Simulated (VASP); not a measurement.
Here is a VASP 6.6.1 calculation.

Contents of INCAR:

```
SYSTEM = CaSe
  ALGO = Normal
  EDIFF = 1E-6
  ENCUT = 500
  GGA_COMPAT = .False.
  ISIF = 2
  ISMEAR = 0
  LASPH = .True.
  LCHARG = .True.
  LELF = .True.
  LREAL = .False.
  LVHAR = .True.
  LWAVE = .False.
  NBANDS = 15
  NELM = 120
  PREC = Accurate
  SIGMA = 0.01
```

The input KPOINTS:

```
k-points
0
Gamma
  4 4 4
  0 0 0
```

The input POSCAR:

```
CaSe
1.0
    3.6347849189      0.0000000000      0.0000000000
    0.0000000000      3.6347849189      0.0000000000
    0.0000000000      0.0000000000      3.6347849189
Ca Se
1 1
Direct
    0.0000000000      0.0000000000      0.0000000000
    0.5000000000      0.5000000000      0.5000000000
```

Potentials or basis: VASP PAW LDA potentials, release 64 (Ca_sv, Se).

The run is started by

```sh
$ cat potpaw_LDA.64/Ca_sv/POTCAR potpaw_LDA.64/Se/POTCAR > POTCAR
$ mpirun -np 1 vasp_std > vasp.out
```

What does it give for the band gap on the k mesh?

0.57 eV.

Predict the pressure.

-3.3 GPa.

Caveat: the k points lie up to 0.43 Å⁻¹ apart; the structure was generated, so it needn't be the stable form of CaSe; semilocal functionals underestimate gaps, and a narrow one can read as zero. A k mesh can miss the band edges.
